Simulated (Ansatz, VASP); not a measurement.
SiC: VASP and Ansatz over several settings

```
CELL_PARAMETERS angstrom
0.00000 2.14955 2.14955
2.14955 0.00000 2.14955
2.14955 2.14955 0.00000
ATOMIC_POSITIONS crystal
Si 0.00000 0.00000 0.00000
C 0.75000 0.75000 0.75000
```

Single points on this cell with VASP 6.6.1 and Ansatz 0.2.0. Each row is one pair of runs. Alike in all rows: spin: off; k mesh: 10 × 10 × 10; smearing: fermi-dirac, width 0.05 eV.

```tsv
level	VASP's potentials, cutoff	Ansatz's potentials, cutoff	gap on the k mesh at the Fermi level (eV), VASP	gap on the k mesh at the Fermi level (eV), Ansatz	least direct gap on the mesh (eV), VASP	least direct gap on the mesh (eV), Ansatz	pressure (GPa), VASP	pressure (GPa), Ansatz
revPBE+D3(BJ)	VASP PAW PBE potentials, release 64 (Si, C), 600 eV	Ansatz PAW, 420 eV	1.32	1.32	4.57	4.59	5.0	5.6
BLYP+D4	VASP PAW PBE potentials, release 64 (Si, C), 600 eV	Ansatz PAW, 420 eV	1.67	1.67	4.88	4.87	8.9	8.4
r2SCAN+rVV10	VASP PAW PBE potentials, release 64 (Si, C), 660 eV	Ansatz PAW, 500 eV	1.67	1.65	5.08	5.07	8.7	9.1
RPBE+D4	VASP PAW PBE potentials, release 64 (Si, C), 600 eV	Ansatz PAW, 420 eV	1.32	1.33	4.58	4.60	5.0	5.7
PBE+D3(BJ)	VASP PAW PBE potentials, release 64 (Si, C), 600 eV	Ansatz PAW, 420 eV	1.32	1.32	4.58	4.59	7.9	8.2
RPBE	VASP PAW PBE potentials, release 64 (Si, C), 600 eV	Ansatz PAW, 420 eV	1.32	1.33	4.58	4.60	16.0	16.7
```

Gap on the k mesh at the fermi level (eV): the two programs differ by at most 0.013; least direct gap on the mesh (eV): the two programs differ by at most 0.021; pressure (GPa): the two programs differ by at most 0.76.
